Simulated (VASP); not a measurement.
# IrO (Pm-3m) in VASP: further runs

IrO is run at these levels: r2SCAN; tasks: single point.

All numbers are computed with VASP 6.6.1; they aren't measurements. Logs are shortened: lines on timing, memory, paths and dates and some standing lists are left out, and cuts for length are marked.

### 1 The cell of the first run

The structure is cubic, space group Pm-3m (No. 221). The conventional cell has a = 2.748 Å, b = 2.748 Å, c = 2.748 Å, α = 90.00°, β = 90.00°, γ = 90.00°. Within 3.1 Å of Ir (site symmetry m-3m) lie 8 O at 2.38 Å and 6 Ir at 2.75 Å. O (site symmetry m-3m) has 8 Ir at 2.38 Å and 6 O at 2.75 Å within 3.1 Å.

### 2 Single point, r2SCAN, collinear spin

Input file POSCAR:

```
IrO
1.0
    2.7481473536      0.0000000000      0.0000000000
    0.0000000000      2.7481473536      0.0000000000
    0.0000000000      0.0000000000      5.4962947072
Ir O
2 2
Direct
    1.0000000000      1.0000000000      1.0000000000
    1.0000000000      1.0000000000      0.5000000000
    0.5000000000      0.5000000000      0.2500000000
    0.5000000000      0.5000000000      0.7500000000
```

Input file INCAR.step1:

```
  ALGO = Normal
  EDIFF = 1E-4
  ENCUT = 520
  GGA = PE
  ISMEAR = 0
  ISPIN = 2
  LASPH = True
  LCHARG = False
  LMAXMIX = 4
  LREAL = False
  LWAVE = True
  MAGMOM = 1 -1 0 0
  NBANDS = 27
  NELM = 150
  PREC = Accurate
  SIGMA = 0.1
```

Input file INCAR.step2:

```
  ALGO = Normal
  EDIFF = 1E-6
  ENCUT = 520
  ISIF = 2
  ISMEAR = 0
  ISPIN = 2
  ISTART = 1
  LASPH = True
  LCHARG = False
  LMAXMIX = 4
  LMIXTAU = True
  LORBIT = 11
  LREAL = False
  LWAVE = False
  MAGMOM = 1 -1 0 0
  METAGGA = R2SCAN
  NBANDS = 27
  NELM = 150
  PREC = Accurate
  SIGMA = 0.1
```

Input file KPOINTS:

```
k-points
0
Gamma
  16 16 8
```

Potentials or basis: VASP PAW PBE potentials, release 64 (Ir, O).

On the command line:

```console
$ cat potpaw_PBE.64/Ir/POTCAR potpaw_PBE.64/O/POTCAR > POTCAR
$ cp INCAR.step1 INCAR
$ mpirun -np 1 vasp_std > vasp.out
$ cp INCAR.step2 INCAR
$ mpirun -np 1 vasp_std > vasp.out
```

OUTCAR:

```text
EDIFF = 1E-6
   ENCUT = 520
   ISIF = 2
   ISMEAR = 0
   ISPIN = 2
   ISTART = 1
   LASPH = True
   LORBIT = 11
   LREAL = False
   METAGGA = R2SCAN
   NELM = 150
   PREC = Accurate

 ion  position               nearest neighbor table
   1  0.000  0.000  0.000-   3 2.38   4 2.38   3 2.38   4 2.38   3 2.38   4 2.38   3 2.38   4 2.38
                             2 2.75   2 2.75
   2  0.000  0.000  0.500-   3 2.38   4 2.38   3 2.38   4 2.38   3 2.38   4 2.38   3 2.38   4 2.38
                             1 2.75   1 2.75
   3  0.500  0.500  0.250-   1 2.38   2 2.38   1 2.38   2 2.38   1 2.38   2 2.38   1 2.38   2 2.38

   4  0.500  0.500  0.750-   1 2.38   2 2.38   1 2.38   2 2.38   1 2.38   2 2.38   1 2.38   2 2.38

  LATTYP: Found a simple tetragonal cell.
 ALAT       =     2.7481473536
 C/A-ratio  =     2.0000000000

  Lattice vectors:

 A1 = (   2.7481473536,   0.0000000000,   0.0000000000)
 A2 = (   0.0000000000,   2.7481473536,   0.0000000000)
 A3 = (   0.0000000000,   0.0000000000,   5.4962947072)

Analysis of symmetry for initial positions (statically):
=====================================================================
 Subroutine PRICEL returns following result:

  LATTYP: Found a simple cubic cell.
 ALAT       =     2.7481473536
[... 12 lines left out ...]
 Subroutine GETGRP returns: Found 16 space group operations
 (whereof 16 operations were pure point group operations)
 out of a pool of 16 trial point group operations.

The static configuration has the point symmetry D_4h.

Analysis of symmetry for dynamics (positions and initial velocities):
=====================================================================
 Subroutine PRICEL returns following result:

  LATTYP: Found a simple cubic cell.
 ALAT       =     2.7481473536
[... 12 lines left out ...]
 Subroutine GETGRP returns: Found 16 space group operations
 (whereof 16 operations were pure point group operations)
 out of a pool of 16 trial point group operations.

The dynamic configuration has the point symmetry D_4h.

Analysis of structural, dynamic, and magnetic symmetry:
=====================================================================
 Subroutine PRICEL returns following result:

  LATTYP: Found a simple cubic cell.
 ALAT       =     2.7481473536
[... 12 lines left out ...]
 Subroutine GETGRP returns: Found 16 space group operations
 (whereof 16 operations were pure point group operations)
 out of a pool of 16 trial point group operations.

The overall configuration has the point symmetry D_4h.

 Subroutine INISYM returns: Found 16 space group operations
 (whereof 16 operations are pure point group operations),
 and found     2 'primitive' translations

----------------------------------------------------------------------------------------

                                     Primitive cell

  volume of cell :      20.7549

  direct lattice vectors                    reciprocal lattice vectors
     2.748147354  0.000000000  0.000000000     0.363881507  0.000000000  0.000000000
     0.000000000  2.748147354  0.000000000     0.000000000  0.363881507  0.000000000
     0.000000000  0.000000000  2.748147354     0.000000000  0.000000000  0.363881507

  length of vectors
     2.748147354  2.748147354  2.748147354     0.363881507  0.363881507  0.363881507

  position of ions in fractional coordinates (direct lattice)
     0.000000000  0.000000000  0.000000000
     0.500000000  0.500000000  0.500000000

  ion indices of the primitive-cell ions
   primitive index   ion index
                 1           1
                 2           3

----------------------------------------------------------------------------------------

 KPOINTS: k-points

Automatic generation of k-mesh.
 Grid dimensions read from file:
 generate k-points for:   16   16    8

 Generating k-lattice:

  Cartesian coordinates                     Fractional coordinates (reciprocal lattice)
     0.022742594  0.000000000  0.000000000     0.062500000  0.000000000  0.000000000
     0.000000000  0.022742594  0.000000000     0.000000000  0.062500000  0.000000000
     0.000000000  0.000000000  0.022742594     0.000000000  0.000000000  0.125000000

  Length of vectors
     0.022742594  0.022742594  0.022742594

  Shift w.r.t. Gamma in fractional coordinates (k-lattice)
     0.000000000  0.000000000  0.000000000

 Subroutine IBZKPT returns following result:
 ===========================================

 Found    225 irreducible k-points:

 Following reciprocal coordinates:
            Coordinates               Weight
  0.000000  0.000000  0.000000      1.000000
  0.062500  0.000000  0.000000      4.000000
  0.125000  0.000000  0.000000      4.000000
  0.187500  0.000000  0.000000      4.000000
  0.250000  0.000000  0.000000      4.000000
  0.312500  0.000000  0.000000      4.000000
[... 16 lines left out ...]
  0.437500  0.125000  0.000000      8.000000
  0.500000  0.125000  0.000000      4.000000
 [... further k-points ...]
[... 24 lines left out ...]
   ISIF   =      2    stress and relaxation
   ISYM   =      2    0-nonsym 1-usesym 2-fastsym
   POTIM  = 0.5000    time-step for ionic-motion
   TEBEG  =    0.0;   TEEND  =   0.0 temperature during run
   PSTRESS=    0.0 pullay stress
   NELECT =      30.0000    total number of electrons
   NUPDOWN=      -1.0000    fix difference up-down
   EMIN   =  10.00;   EMAX   =-10.00  energy-range for DOS
   EFERMI =   0.00;   METHOD = LEGACY
   ISMEAR =     0;   SIGMA  =   0.10  broadening in eV -4-tet -1-fermi 0-gaus
   EFERMI_NEDOS =   21; number of points for ismear=-14 and -15
   IALGO  =     38    algorithm
   IMIX   =      4    mixing-type and parameters
     AMIX     =   0.40;   BMIX     =  1.00
     AMIX_MAG =   1.60;   BMIX_MAG =  1.00
  volume/ion in A,a.u.               =      10.38        70.03
  Fermi-wavevector in a.u.,A,eV,Ry     =   1.469147  2.776285 29.366716  2.158393
  Thomas-Fermi vector in A             =   2.584559
   LORBIT       =     11    0 simple, 1 ext, 2 COOP (PROOUT), +10 PAW based schemes
   METAGGA = R2SCAN    functional components
   LHFCALC =     F    Hartree Fock is set to
   AEXX    =    0.0000 exact exchange contribution
   IVDW    =     0    specifies the selected vdW correction
   LEPSILON=     F    determine dielectric tensor
   LRPA    =     F    only Hartree local field effects (RPA)
 spin polarized calculation
 Gauss-broadening in eV      SIGMA  =   0.10
  energy-cutoff  :      520.00
  volume of cell :       41.51
 maximum number of plane-waves:      1141
   NGX = 11   NGY = 11   NGZ = 21

 number of electron      30.0000000 magnetization       0.0000000

 number of electron      30.0000000 magnetization      -0.0000000

 Free energy of the ion-electron system (eV)
  ---------------------------------------------------
  ext. energy  EPLUGINS =         0.00000000
  ---------------------------------------------------
  free energy    TOTEN  =      -112.31114007 eV

  energy without entropy =     -112.28893903  energy(sigma->0) =     -112.30003955

 E-fermi :   8.9569     XC(G=0): -14.6143

 val. band max:        8.9556914621   @ k =   0.4375   0.0000   0.0000
 cond. band min:       8.9652681189   @ k =   0.3750   0.3750   0.2500
 fundamental gap:      0.0095766568
 Fermi energy:         8.9568969716

 spin component 1

 k-point     1 :       0.0000    0.0000    0.0000
  band No.  band energies     occupation
      1     -13.4210      1.00000
      2     -12.2474      1.00000
      3      -1.3468      1.00000
      4       2.9916      1.00000
      5       2.9916      1.00000
      6       3.0616      1.00000
[... 709 lines left out ...]
     26      27.1590      0.00000
     27      29.1517      0.00000

 [... further k-points ...]

 spin component 2

 k-point     1 :       0.0000    0.0000    0.0000
  band No.  band energies     occupation
      1     -13.4210      1.00000
      2     -12.2474      1.00000
      3      -1.3468      1.00000
      4       2.9916      1.00000
      5       2.9916      1.00000
      6       3.0616      1.00000
[... 709 lines left out ...]
     26      27.1590      0.00000
     27      29.1517      0.00000

 [... further k-points ...]

------------------------ aborting loop because EDIFF is reached ----------------------------------------

  FORCE on cell =-STRESS in cart. coord.  units (eV):
  Direction    XX          YY          ZZ          XY          YZ          ZX
  --------------------------------------------------------------------------------------
  -------------------------------------------------------------------------------------
  Total        3.7426679      3.7426679      3.7423950      0.0000000     -0.0000000      0.0000000
  in kB      144.4580762    144.4580762    144.4475450      0.0000000     -0.0000000      0.0000000
  external PRESSURE =     144.4545658 kB  Pullay stress =       0.0000000 kB

 VOLUME and BASIS-vectors are now :
 -----------------------------------------------------------------------------
  energy-cutoff  :      520.00
  volume of cell :       41.51
      direct lattice vectors                 reciprocal lattice vectors
     2.748147354  0.000000000  0.000000000     0.363881507  0.000000000  0.000000000
     0.000000000  2.748147354  0.000000000     0.000000000  0.363881507  0.000000000
     0.000000000  0.000000000  5.496294707     0.000000000  0.000000000  0.181940753

 POSITION                                       TOTAL-FORCE (eV/Angst)
 -----------------------------------------------------------------------------------
      0.00000      0.00000      0.00000        -0.000000      0.000000     -0.000000
      0.00000      0.00000      2.74815        -0.000000      0.000000     -0.000000
      1.37407      1.37407      1.37407         0.000000      0.000000      0.000000
      1.37407      1.37407      4.12222         0.000000      0.000000      0.000000
 -----------------------------------------------------------------------------------
    total drift:                                0.000000      0.000000      0.000000

  FREE ENERGIE OF THE ION-ELECTRON SYSTEM (eV)
  ---------------------------------------------------
  free  energy   TOTEN  =      -112.3111400682 eV

  energy  without entropy=     -112.2889390331  energy(sigma->0) =     -112.30003955

 total charge

# of ion       s       p       d       tot
------------------------------------------
    1        0.504   0.472   7.029   8.005
    2        0.504   0.472   7.029   8.005
    3        1.645   3.211   0.000   4.856
    4        1.645   3.211   0.000   4.856
--------------------------------------------------
tot          4.297   7.365  14.059  25.721

 magnetization (x)

# of ion       s       p       d       tot
------------------------------------------
    1       -0.000  -0.000  -0.000  -0.000
    2        0.000   0.000   0.000   0.000
    3        0.000   0.000   0.000   0.000
    4        0.000   0.000   0.000   0.000
--------------------------------------------------
tot          0.000   0.000   0.000   0.000
```

It took 58 min on 1 thread of Oxide Virtual Turin-like, shared host; peak memory 0.41 GiB.

Results:

```
Free energy                                           : -112.3111 eV
Pressure                                              : 14.4 GPa
Band gap on the k mesh                                : zero (filled and empty bands overlap)
Net moment                                            : 0.00 μB per cell
Valence electrons inside the program's atomic spheres : Ir 8.01; O 4.86
```

Caveat: the cell stands under pressure; the PAW data sets were made with another functional, which shifts forces and pressure a little; spin-orbit coupling is left out, which moves the levels of the heavy elements.

### 3 Single point, r2SCAN, collinear spin

This run uses another cell than the first one, of 11.24 Å³/atom.

Input file POSCAR:

```
IrO
1.0
    2.8224573257      0.0000000000      0.0000000000
    0.0000000000      2.8224573257      0.0000000000
    0.0000000000      0.0000000000      5.6449146514
Ir O
2 2
Direct
    1.0000000000      1.0000000000      1.0000000000
    1.0000000000      1.0000000000      0.5000000000
    0.5000000000      0.5000000000      0.2500000000
    0.5000000000      0.5000000000      0.7500000000
```

Input file INCAR.step1:

```
SYSTEM = IrO
PREC = Accurate
ENCUT = 520
ISMEAR = 0
SIGMA = 0.1
LREAL = .False.
LASPH = .True.
NELM = 150
ISPIN = 2
MAGMOM = 1 -1 0 0
LMAXMIX = 4
NBANDS = 27
GGA = PE
ALGO = Normal
EDIFF = 1E-4
LWAVE = .True.
LCHARG = .False.
```

Input file INCAR.step2:

```
SYSTEM = IrO
PREC = Accurate
ENCUT = 520
EDIFF = 1E-7
ISMEAR = 0
SIGMA = 0.1
LREAL = .False.
LASPH = .True.
NELM = 150
ALGO = Normal
ISIF = 2
LWAVE = .False.
LCHARG = .True.
ISPIN = 2
MAGMOM = 1 -1 0 0
LORBIT = 11
LMAXMIX = 4
METAGGA = R2SCAN
LMIXTAU = .True.
LELF = .True.
LVHAR = .True.
NBANDS = 27
ISTART = 1
```

Input file KPOINTS:

```
Automatic mesh
0
Gamma
  16 16 8
  0 0 0
```

Potentials or basis: VASP PAW PBE potentials, release 64 (Ir, O).

On the command line:

```console
$ cat potpaw_PBE.64/Ir/POTCAR potpaw_PBE.64/O/POTCAR > POTCAR
$ cp INCAR.step1 INCAR
$ mpirun -np 1 vasp_std > vasp.out
$ cp INCAR.step2 INCAR
$ mpirun -np 1 vasp_std > vasp.out
```

It took 80 min on 1 thread of Oxide Virtual Turin-like, shared host; peak memory 0.46 GiB.

The run converged. Its results:

| Item | Value |
| --- | --- |
| Free energy | -112.3598 eV |
| Pressure | -8.5 GPa |
| Band gap on the k mesh | zero (filled and empty bands overlap) |
| Net moment | 0.00 μB per cell |
| Valence electrons inside the program's atomic spheres | Ir 7.81; O 4.81 |

Levels at points of the mesh, in eV from the Fermi level:
Spin up:
```tsv
k point	band 12	band 13	band 14	band 15	band 16	band 17	band 18	band 19
(0.00, 0.00, 0.00)	-2.18	-0.24	-0.24	-0.24	-0.07	-0.02	0.88	0.88
(0.50, 0.00, 0.00)	-1.75	-1.75	-0.07	-0.02	0.88	0.88	1.25	5.50
(0.50, 0.50, 0.00)	-1.75	1.25	1.37	1.37	1.40	1.40	1.40	6.58
(0.00, 0.00, 0.50)	-2.57	-0.13	-0.13	0.37	0.37	0.37	0.37	0.97
(0.50, 0.00, 0.50)	-1.23	-0.96	-0.96	-0.14	-0.14	0.04	0.04	5.87
(0.50, 0.50, 0.50)	-0.18	-0.18	-0.18	0.21	0.21	1.31	1.31	6.78
```
Spin down:
| k point | band 11 | band 12 | band 13 | band 14 | band 15 | band 16 | band 17 | band 18 | band 19 | band 20 |
| --- | --- | --- | --- | --- | --- | --- | --- | --- | --- | --- |
| (0.00, 0.00, 0.00) | -3.90 | -2.18 | -0.24 | -0.24 | -0.24 | -0.07 | -0.02 | 0.88 | 0.88 | 5.50 |
| (0.50, 0.00, 0.00) | -2.66 | -1.75 | -1.75 | -0.07 | -0.02 | 0.88 | 0.88 | 1.25 | 5.50 | 6.45 |
| (0.50, 0.50, 0.00) | -1.75 | -1.75 | 1.25 | 1.37 | 1.37 | 1.40 | 1.40 | 1.40 | 6.58 | 7.19 |
| (0.00, 0.00, 0.50) | -2.57 | -2.57 | -0.13 | -0.13 | 0.37 | 0.37 | 0.37 | 0.37 | 0.97 | 0.97 |
| (0.50, 0.00, 0.50) | -1.23 | -1.23 | -0.96 | -0.96 | -0.14 | -0.14 | 0.04 | 0.04 | 5.87 | 5.87 |
| (0.50, 0.50, 0.50) | -0.18 | -0.18 | -0.18 | -0.18 | 0.21 | 0.21 | 1.31 | 1.31 | 6.78 | 6.78 |

Caveat: the cell stands under tension; the PAW data sets were made with another functional, which shifts forces and pressure a little; spin-orbit coupling is left out, which moves the levels of the heavy elements.

### 4 Single point, r2SCAN, collinear spin

This run uses another cell than the first one, of 8.65 Å³/atom.

Input file POSCAR:

```
IrO
1.0
    2.5861056724      0.0000000000      0.0000000000
    0.0000000000      2.5861056724      0.0000000000
    0.0000000000      0.0000000000      5.1722113448
Ir O
2 2
Direct
    1.0000000000      1.0000000000      1.0000000000
    1.0000000000      1.0000000000      0.5000000000
    0.5000000000      0.5000000000      0.2500000000
    0.5000000000      0.5000000000      0.7500000000
```

Input file INCAR.step1:

```
PREC = Accurate
ENCUT = 520
ISMEAR = 0
SIGMA = 0.1
LREAL = False
LASPH = True
NELM = 150
ISPIN = 2
MAGMOM = 1 -1 0 0
LMAXMIX = 4
NBANDS = 27
GGA = PE
ALGO = Normal
EDIFF = 1E-4
LWAVE = True
LCHARG = False
```

Input file INCAR.step2:

```
PREC = Accurate
ENCUT = 520
EDIFF = 1E-7
ISMEAR = 0
SIGMA = 0.1
LREAL = False
LASPH = True
NELM = 150
ALGO = Normal
ISIF = 2
LWAVE = False
LCHARG = True
ISPIN = 2
MAGMOM = 1 -1 0 0
LORBIT = 11
LMAXMIX = 4
METAGGA = R2SCAN
LMIXTAU = True
LELF = True
LVHAR = True
NBANDS = 27
ISTART = 1
```

Input file KPOINTS:

```
regular mesh
0
Gamma
  16 16 8
```

On the command line:

```console
$ cat potpaw_PBE.64/Ir/POTCAR potpaw_PBE.64/O/POTCAR > POTCAR
$ cp INCAR.step1 INCAR
$ mpirun -np 1 vasp_std > vasp.out
$ cp INCAR.step2 INCAR
$ mpirun -np 1 vasp_std > vasp.out
```

Run time: 21 min. Hardware: 1 thread of Oxide Virtual Turin-like, shared host; peak memory 0.37 GiB.

The run converged. Its results:

```yaml
Free_energy: -109.9369 eV
Pressure: 109.9 GPa
Band_gap_on_the_k_mesh: zero (filled and empty bands overlap)
Net_moment: 0.00 μB per cell
Valence_electrons_inside_the_program's_atomic_spheres: Ir 8.59; O 4.98
```

Levels at points of the mesh, in eV from the Fermi level:
Spin up:
| k point | band 11 | band 12 | band 13 | band 14 | band 15 | band 16 | band 17 | band 18 | band 19 | band 20 |
| --- | --- | --- | --- | --- | --- | --- | --- | --- | --- | --- |
| (0.00, 0.00, 0.00) | -5.71 | -1.32 | -0.32 | -0.32 | -0.32 | -0.09 | 0.07 | 1.24 | 1.24 | 6.98 |
| (0.50, 0.00, 0.00) | -3.41 | -2.80 | -2.80 | -0.09 | 0.07 | 1.24 | 1.24 | 2.06 | 6.98 | 8.99 |
| (0.50, 0.50, 0.00) | -2.80 | -2.80 | 2.04 | 2.04 | 2.04 | 2.06 | 2.26 | 2.26 | 7.95 | 7.95 |
| (0.00, 0.00, 0.50) | -3.79 | -3.79 | -0.13 | -0.13 | 0.50 | 0.50 | 0.51 | 0.51 | 2.01 | 2.01 |
| (0.50, 0.00, 0.50) | -1.53 | -1.53 | -1.47 | -1.47 | -0.38 | -0.38 | 0.02 | 0.03 | 7.95 | 7.95 |
| (0.50, 0.50, 0.50) | -0.41 | -0.41 | -0.41 | -0.41 | 0.36 | 0.36 | 2.16 | 2.16 | 9.03 | 9.03 |
Spin down:
| k point | band 11 | band 12 | band 13 | band 14 | band 15 | band 16 | band 17 | band 18 | band 19 | band 20 |
| --- | --- | --- | --- | --- | --- | --- | --- | --- | --- | --- |
| (0.00, 0.00, 0.00) | -5.71 | -1.32 | -0.32 | -0.32 | -0.32 | -0.09 | 0.07 | 1.24 | 1.24 | 6.98 |
| (0.50, 0.00, 0.00) | -3.41 | -2.80 | -2.80 | -0.09 | 0.07 | 1.24 | 1.24 | 2.06 | 6.98 | 8.99 |
| (0.50, 0.50, 0.00) | -2.80 | -2.80 | 2.04 | 2.04 | 2.04 | 2.06 | 2.26 | 2.26 | 7.95 | 7.95 |
| (0.00, 0.00, 0.50) | -3.79 | -3.79 | -0.13 | -0.13 | 0.50 | 0.50 | 0.51 | 0.51 | 2.01 | 2.01 |
| (0.50, 0.00, 0.50) | -1.53 | -1.53 | -1.47 | -1.47 | -0.38 | -0.38 | 0.02 | 0.03 | 7.95 | 7.95 |
| (0.50, 0.50, 0.50) | -0.41 | -0.41 | -0.41 | -0.41 | 0.36 | 0.36 | 2.16 | 2.16 | 9.03 | 9.03 |

Caveat: the cell stands under pressure; the PAW data sets were made with another functional, which shifts forces and pressure a little; spin-orbit coupling is left out, which moves the levels of the heavy elements.

### 5 The runs side by side

| cell | gap on the mesh (eV) | pressure (GPa) | moment (μB) |
| --- | --- | --- | --- |
| a = 2.748, b = 2.748, c = 5.496 Å, 4 atoms | none | 14.4 | 0.00 |
| a = 2.822, b = 2.822, c = 5.645 Å, 4 atoms | none | -8.5 | 0.00 |
| a = 2.586, b = 2.586, c = 5.172 Å, 4 atoms | none | 109.9 | 0.00 |

Alike in all rows: task single point; level r2SCAN; potentials or basis VASP PAW PBE potentials, release 64 (Ir, O); spin collinear; k mesh 16 × 16 × 8; cutoff (eV) 520; smearing gaussian 0.1 eV.

Caveats: the PAW data sets were made with another functional, which shifts forces and pressure a little; spin-orbit coupling is left out, which moves the levels of the heavy elements; the cell stands under pressure (at least some runs); the cell stands under tension (at least some runs).

Total energies depend on the potentials used, so only differences within one code and one set of settings carry meaning.
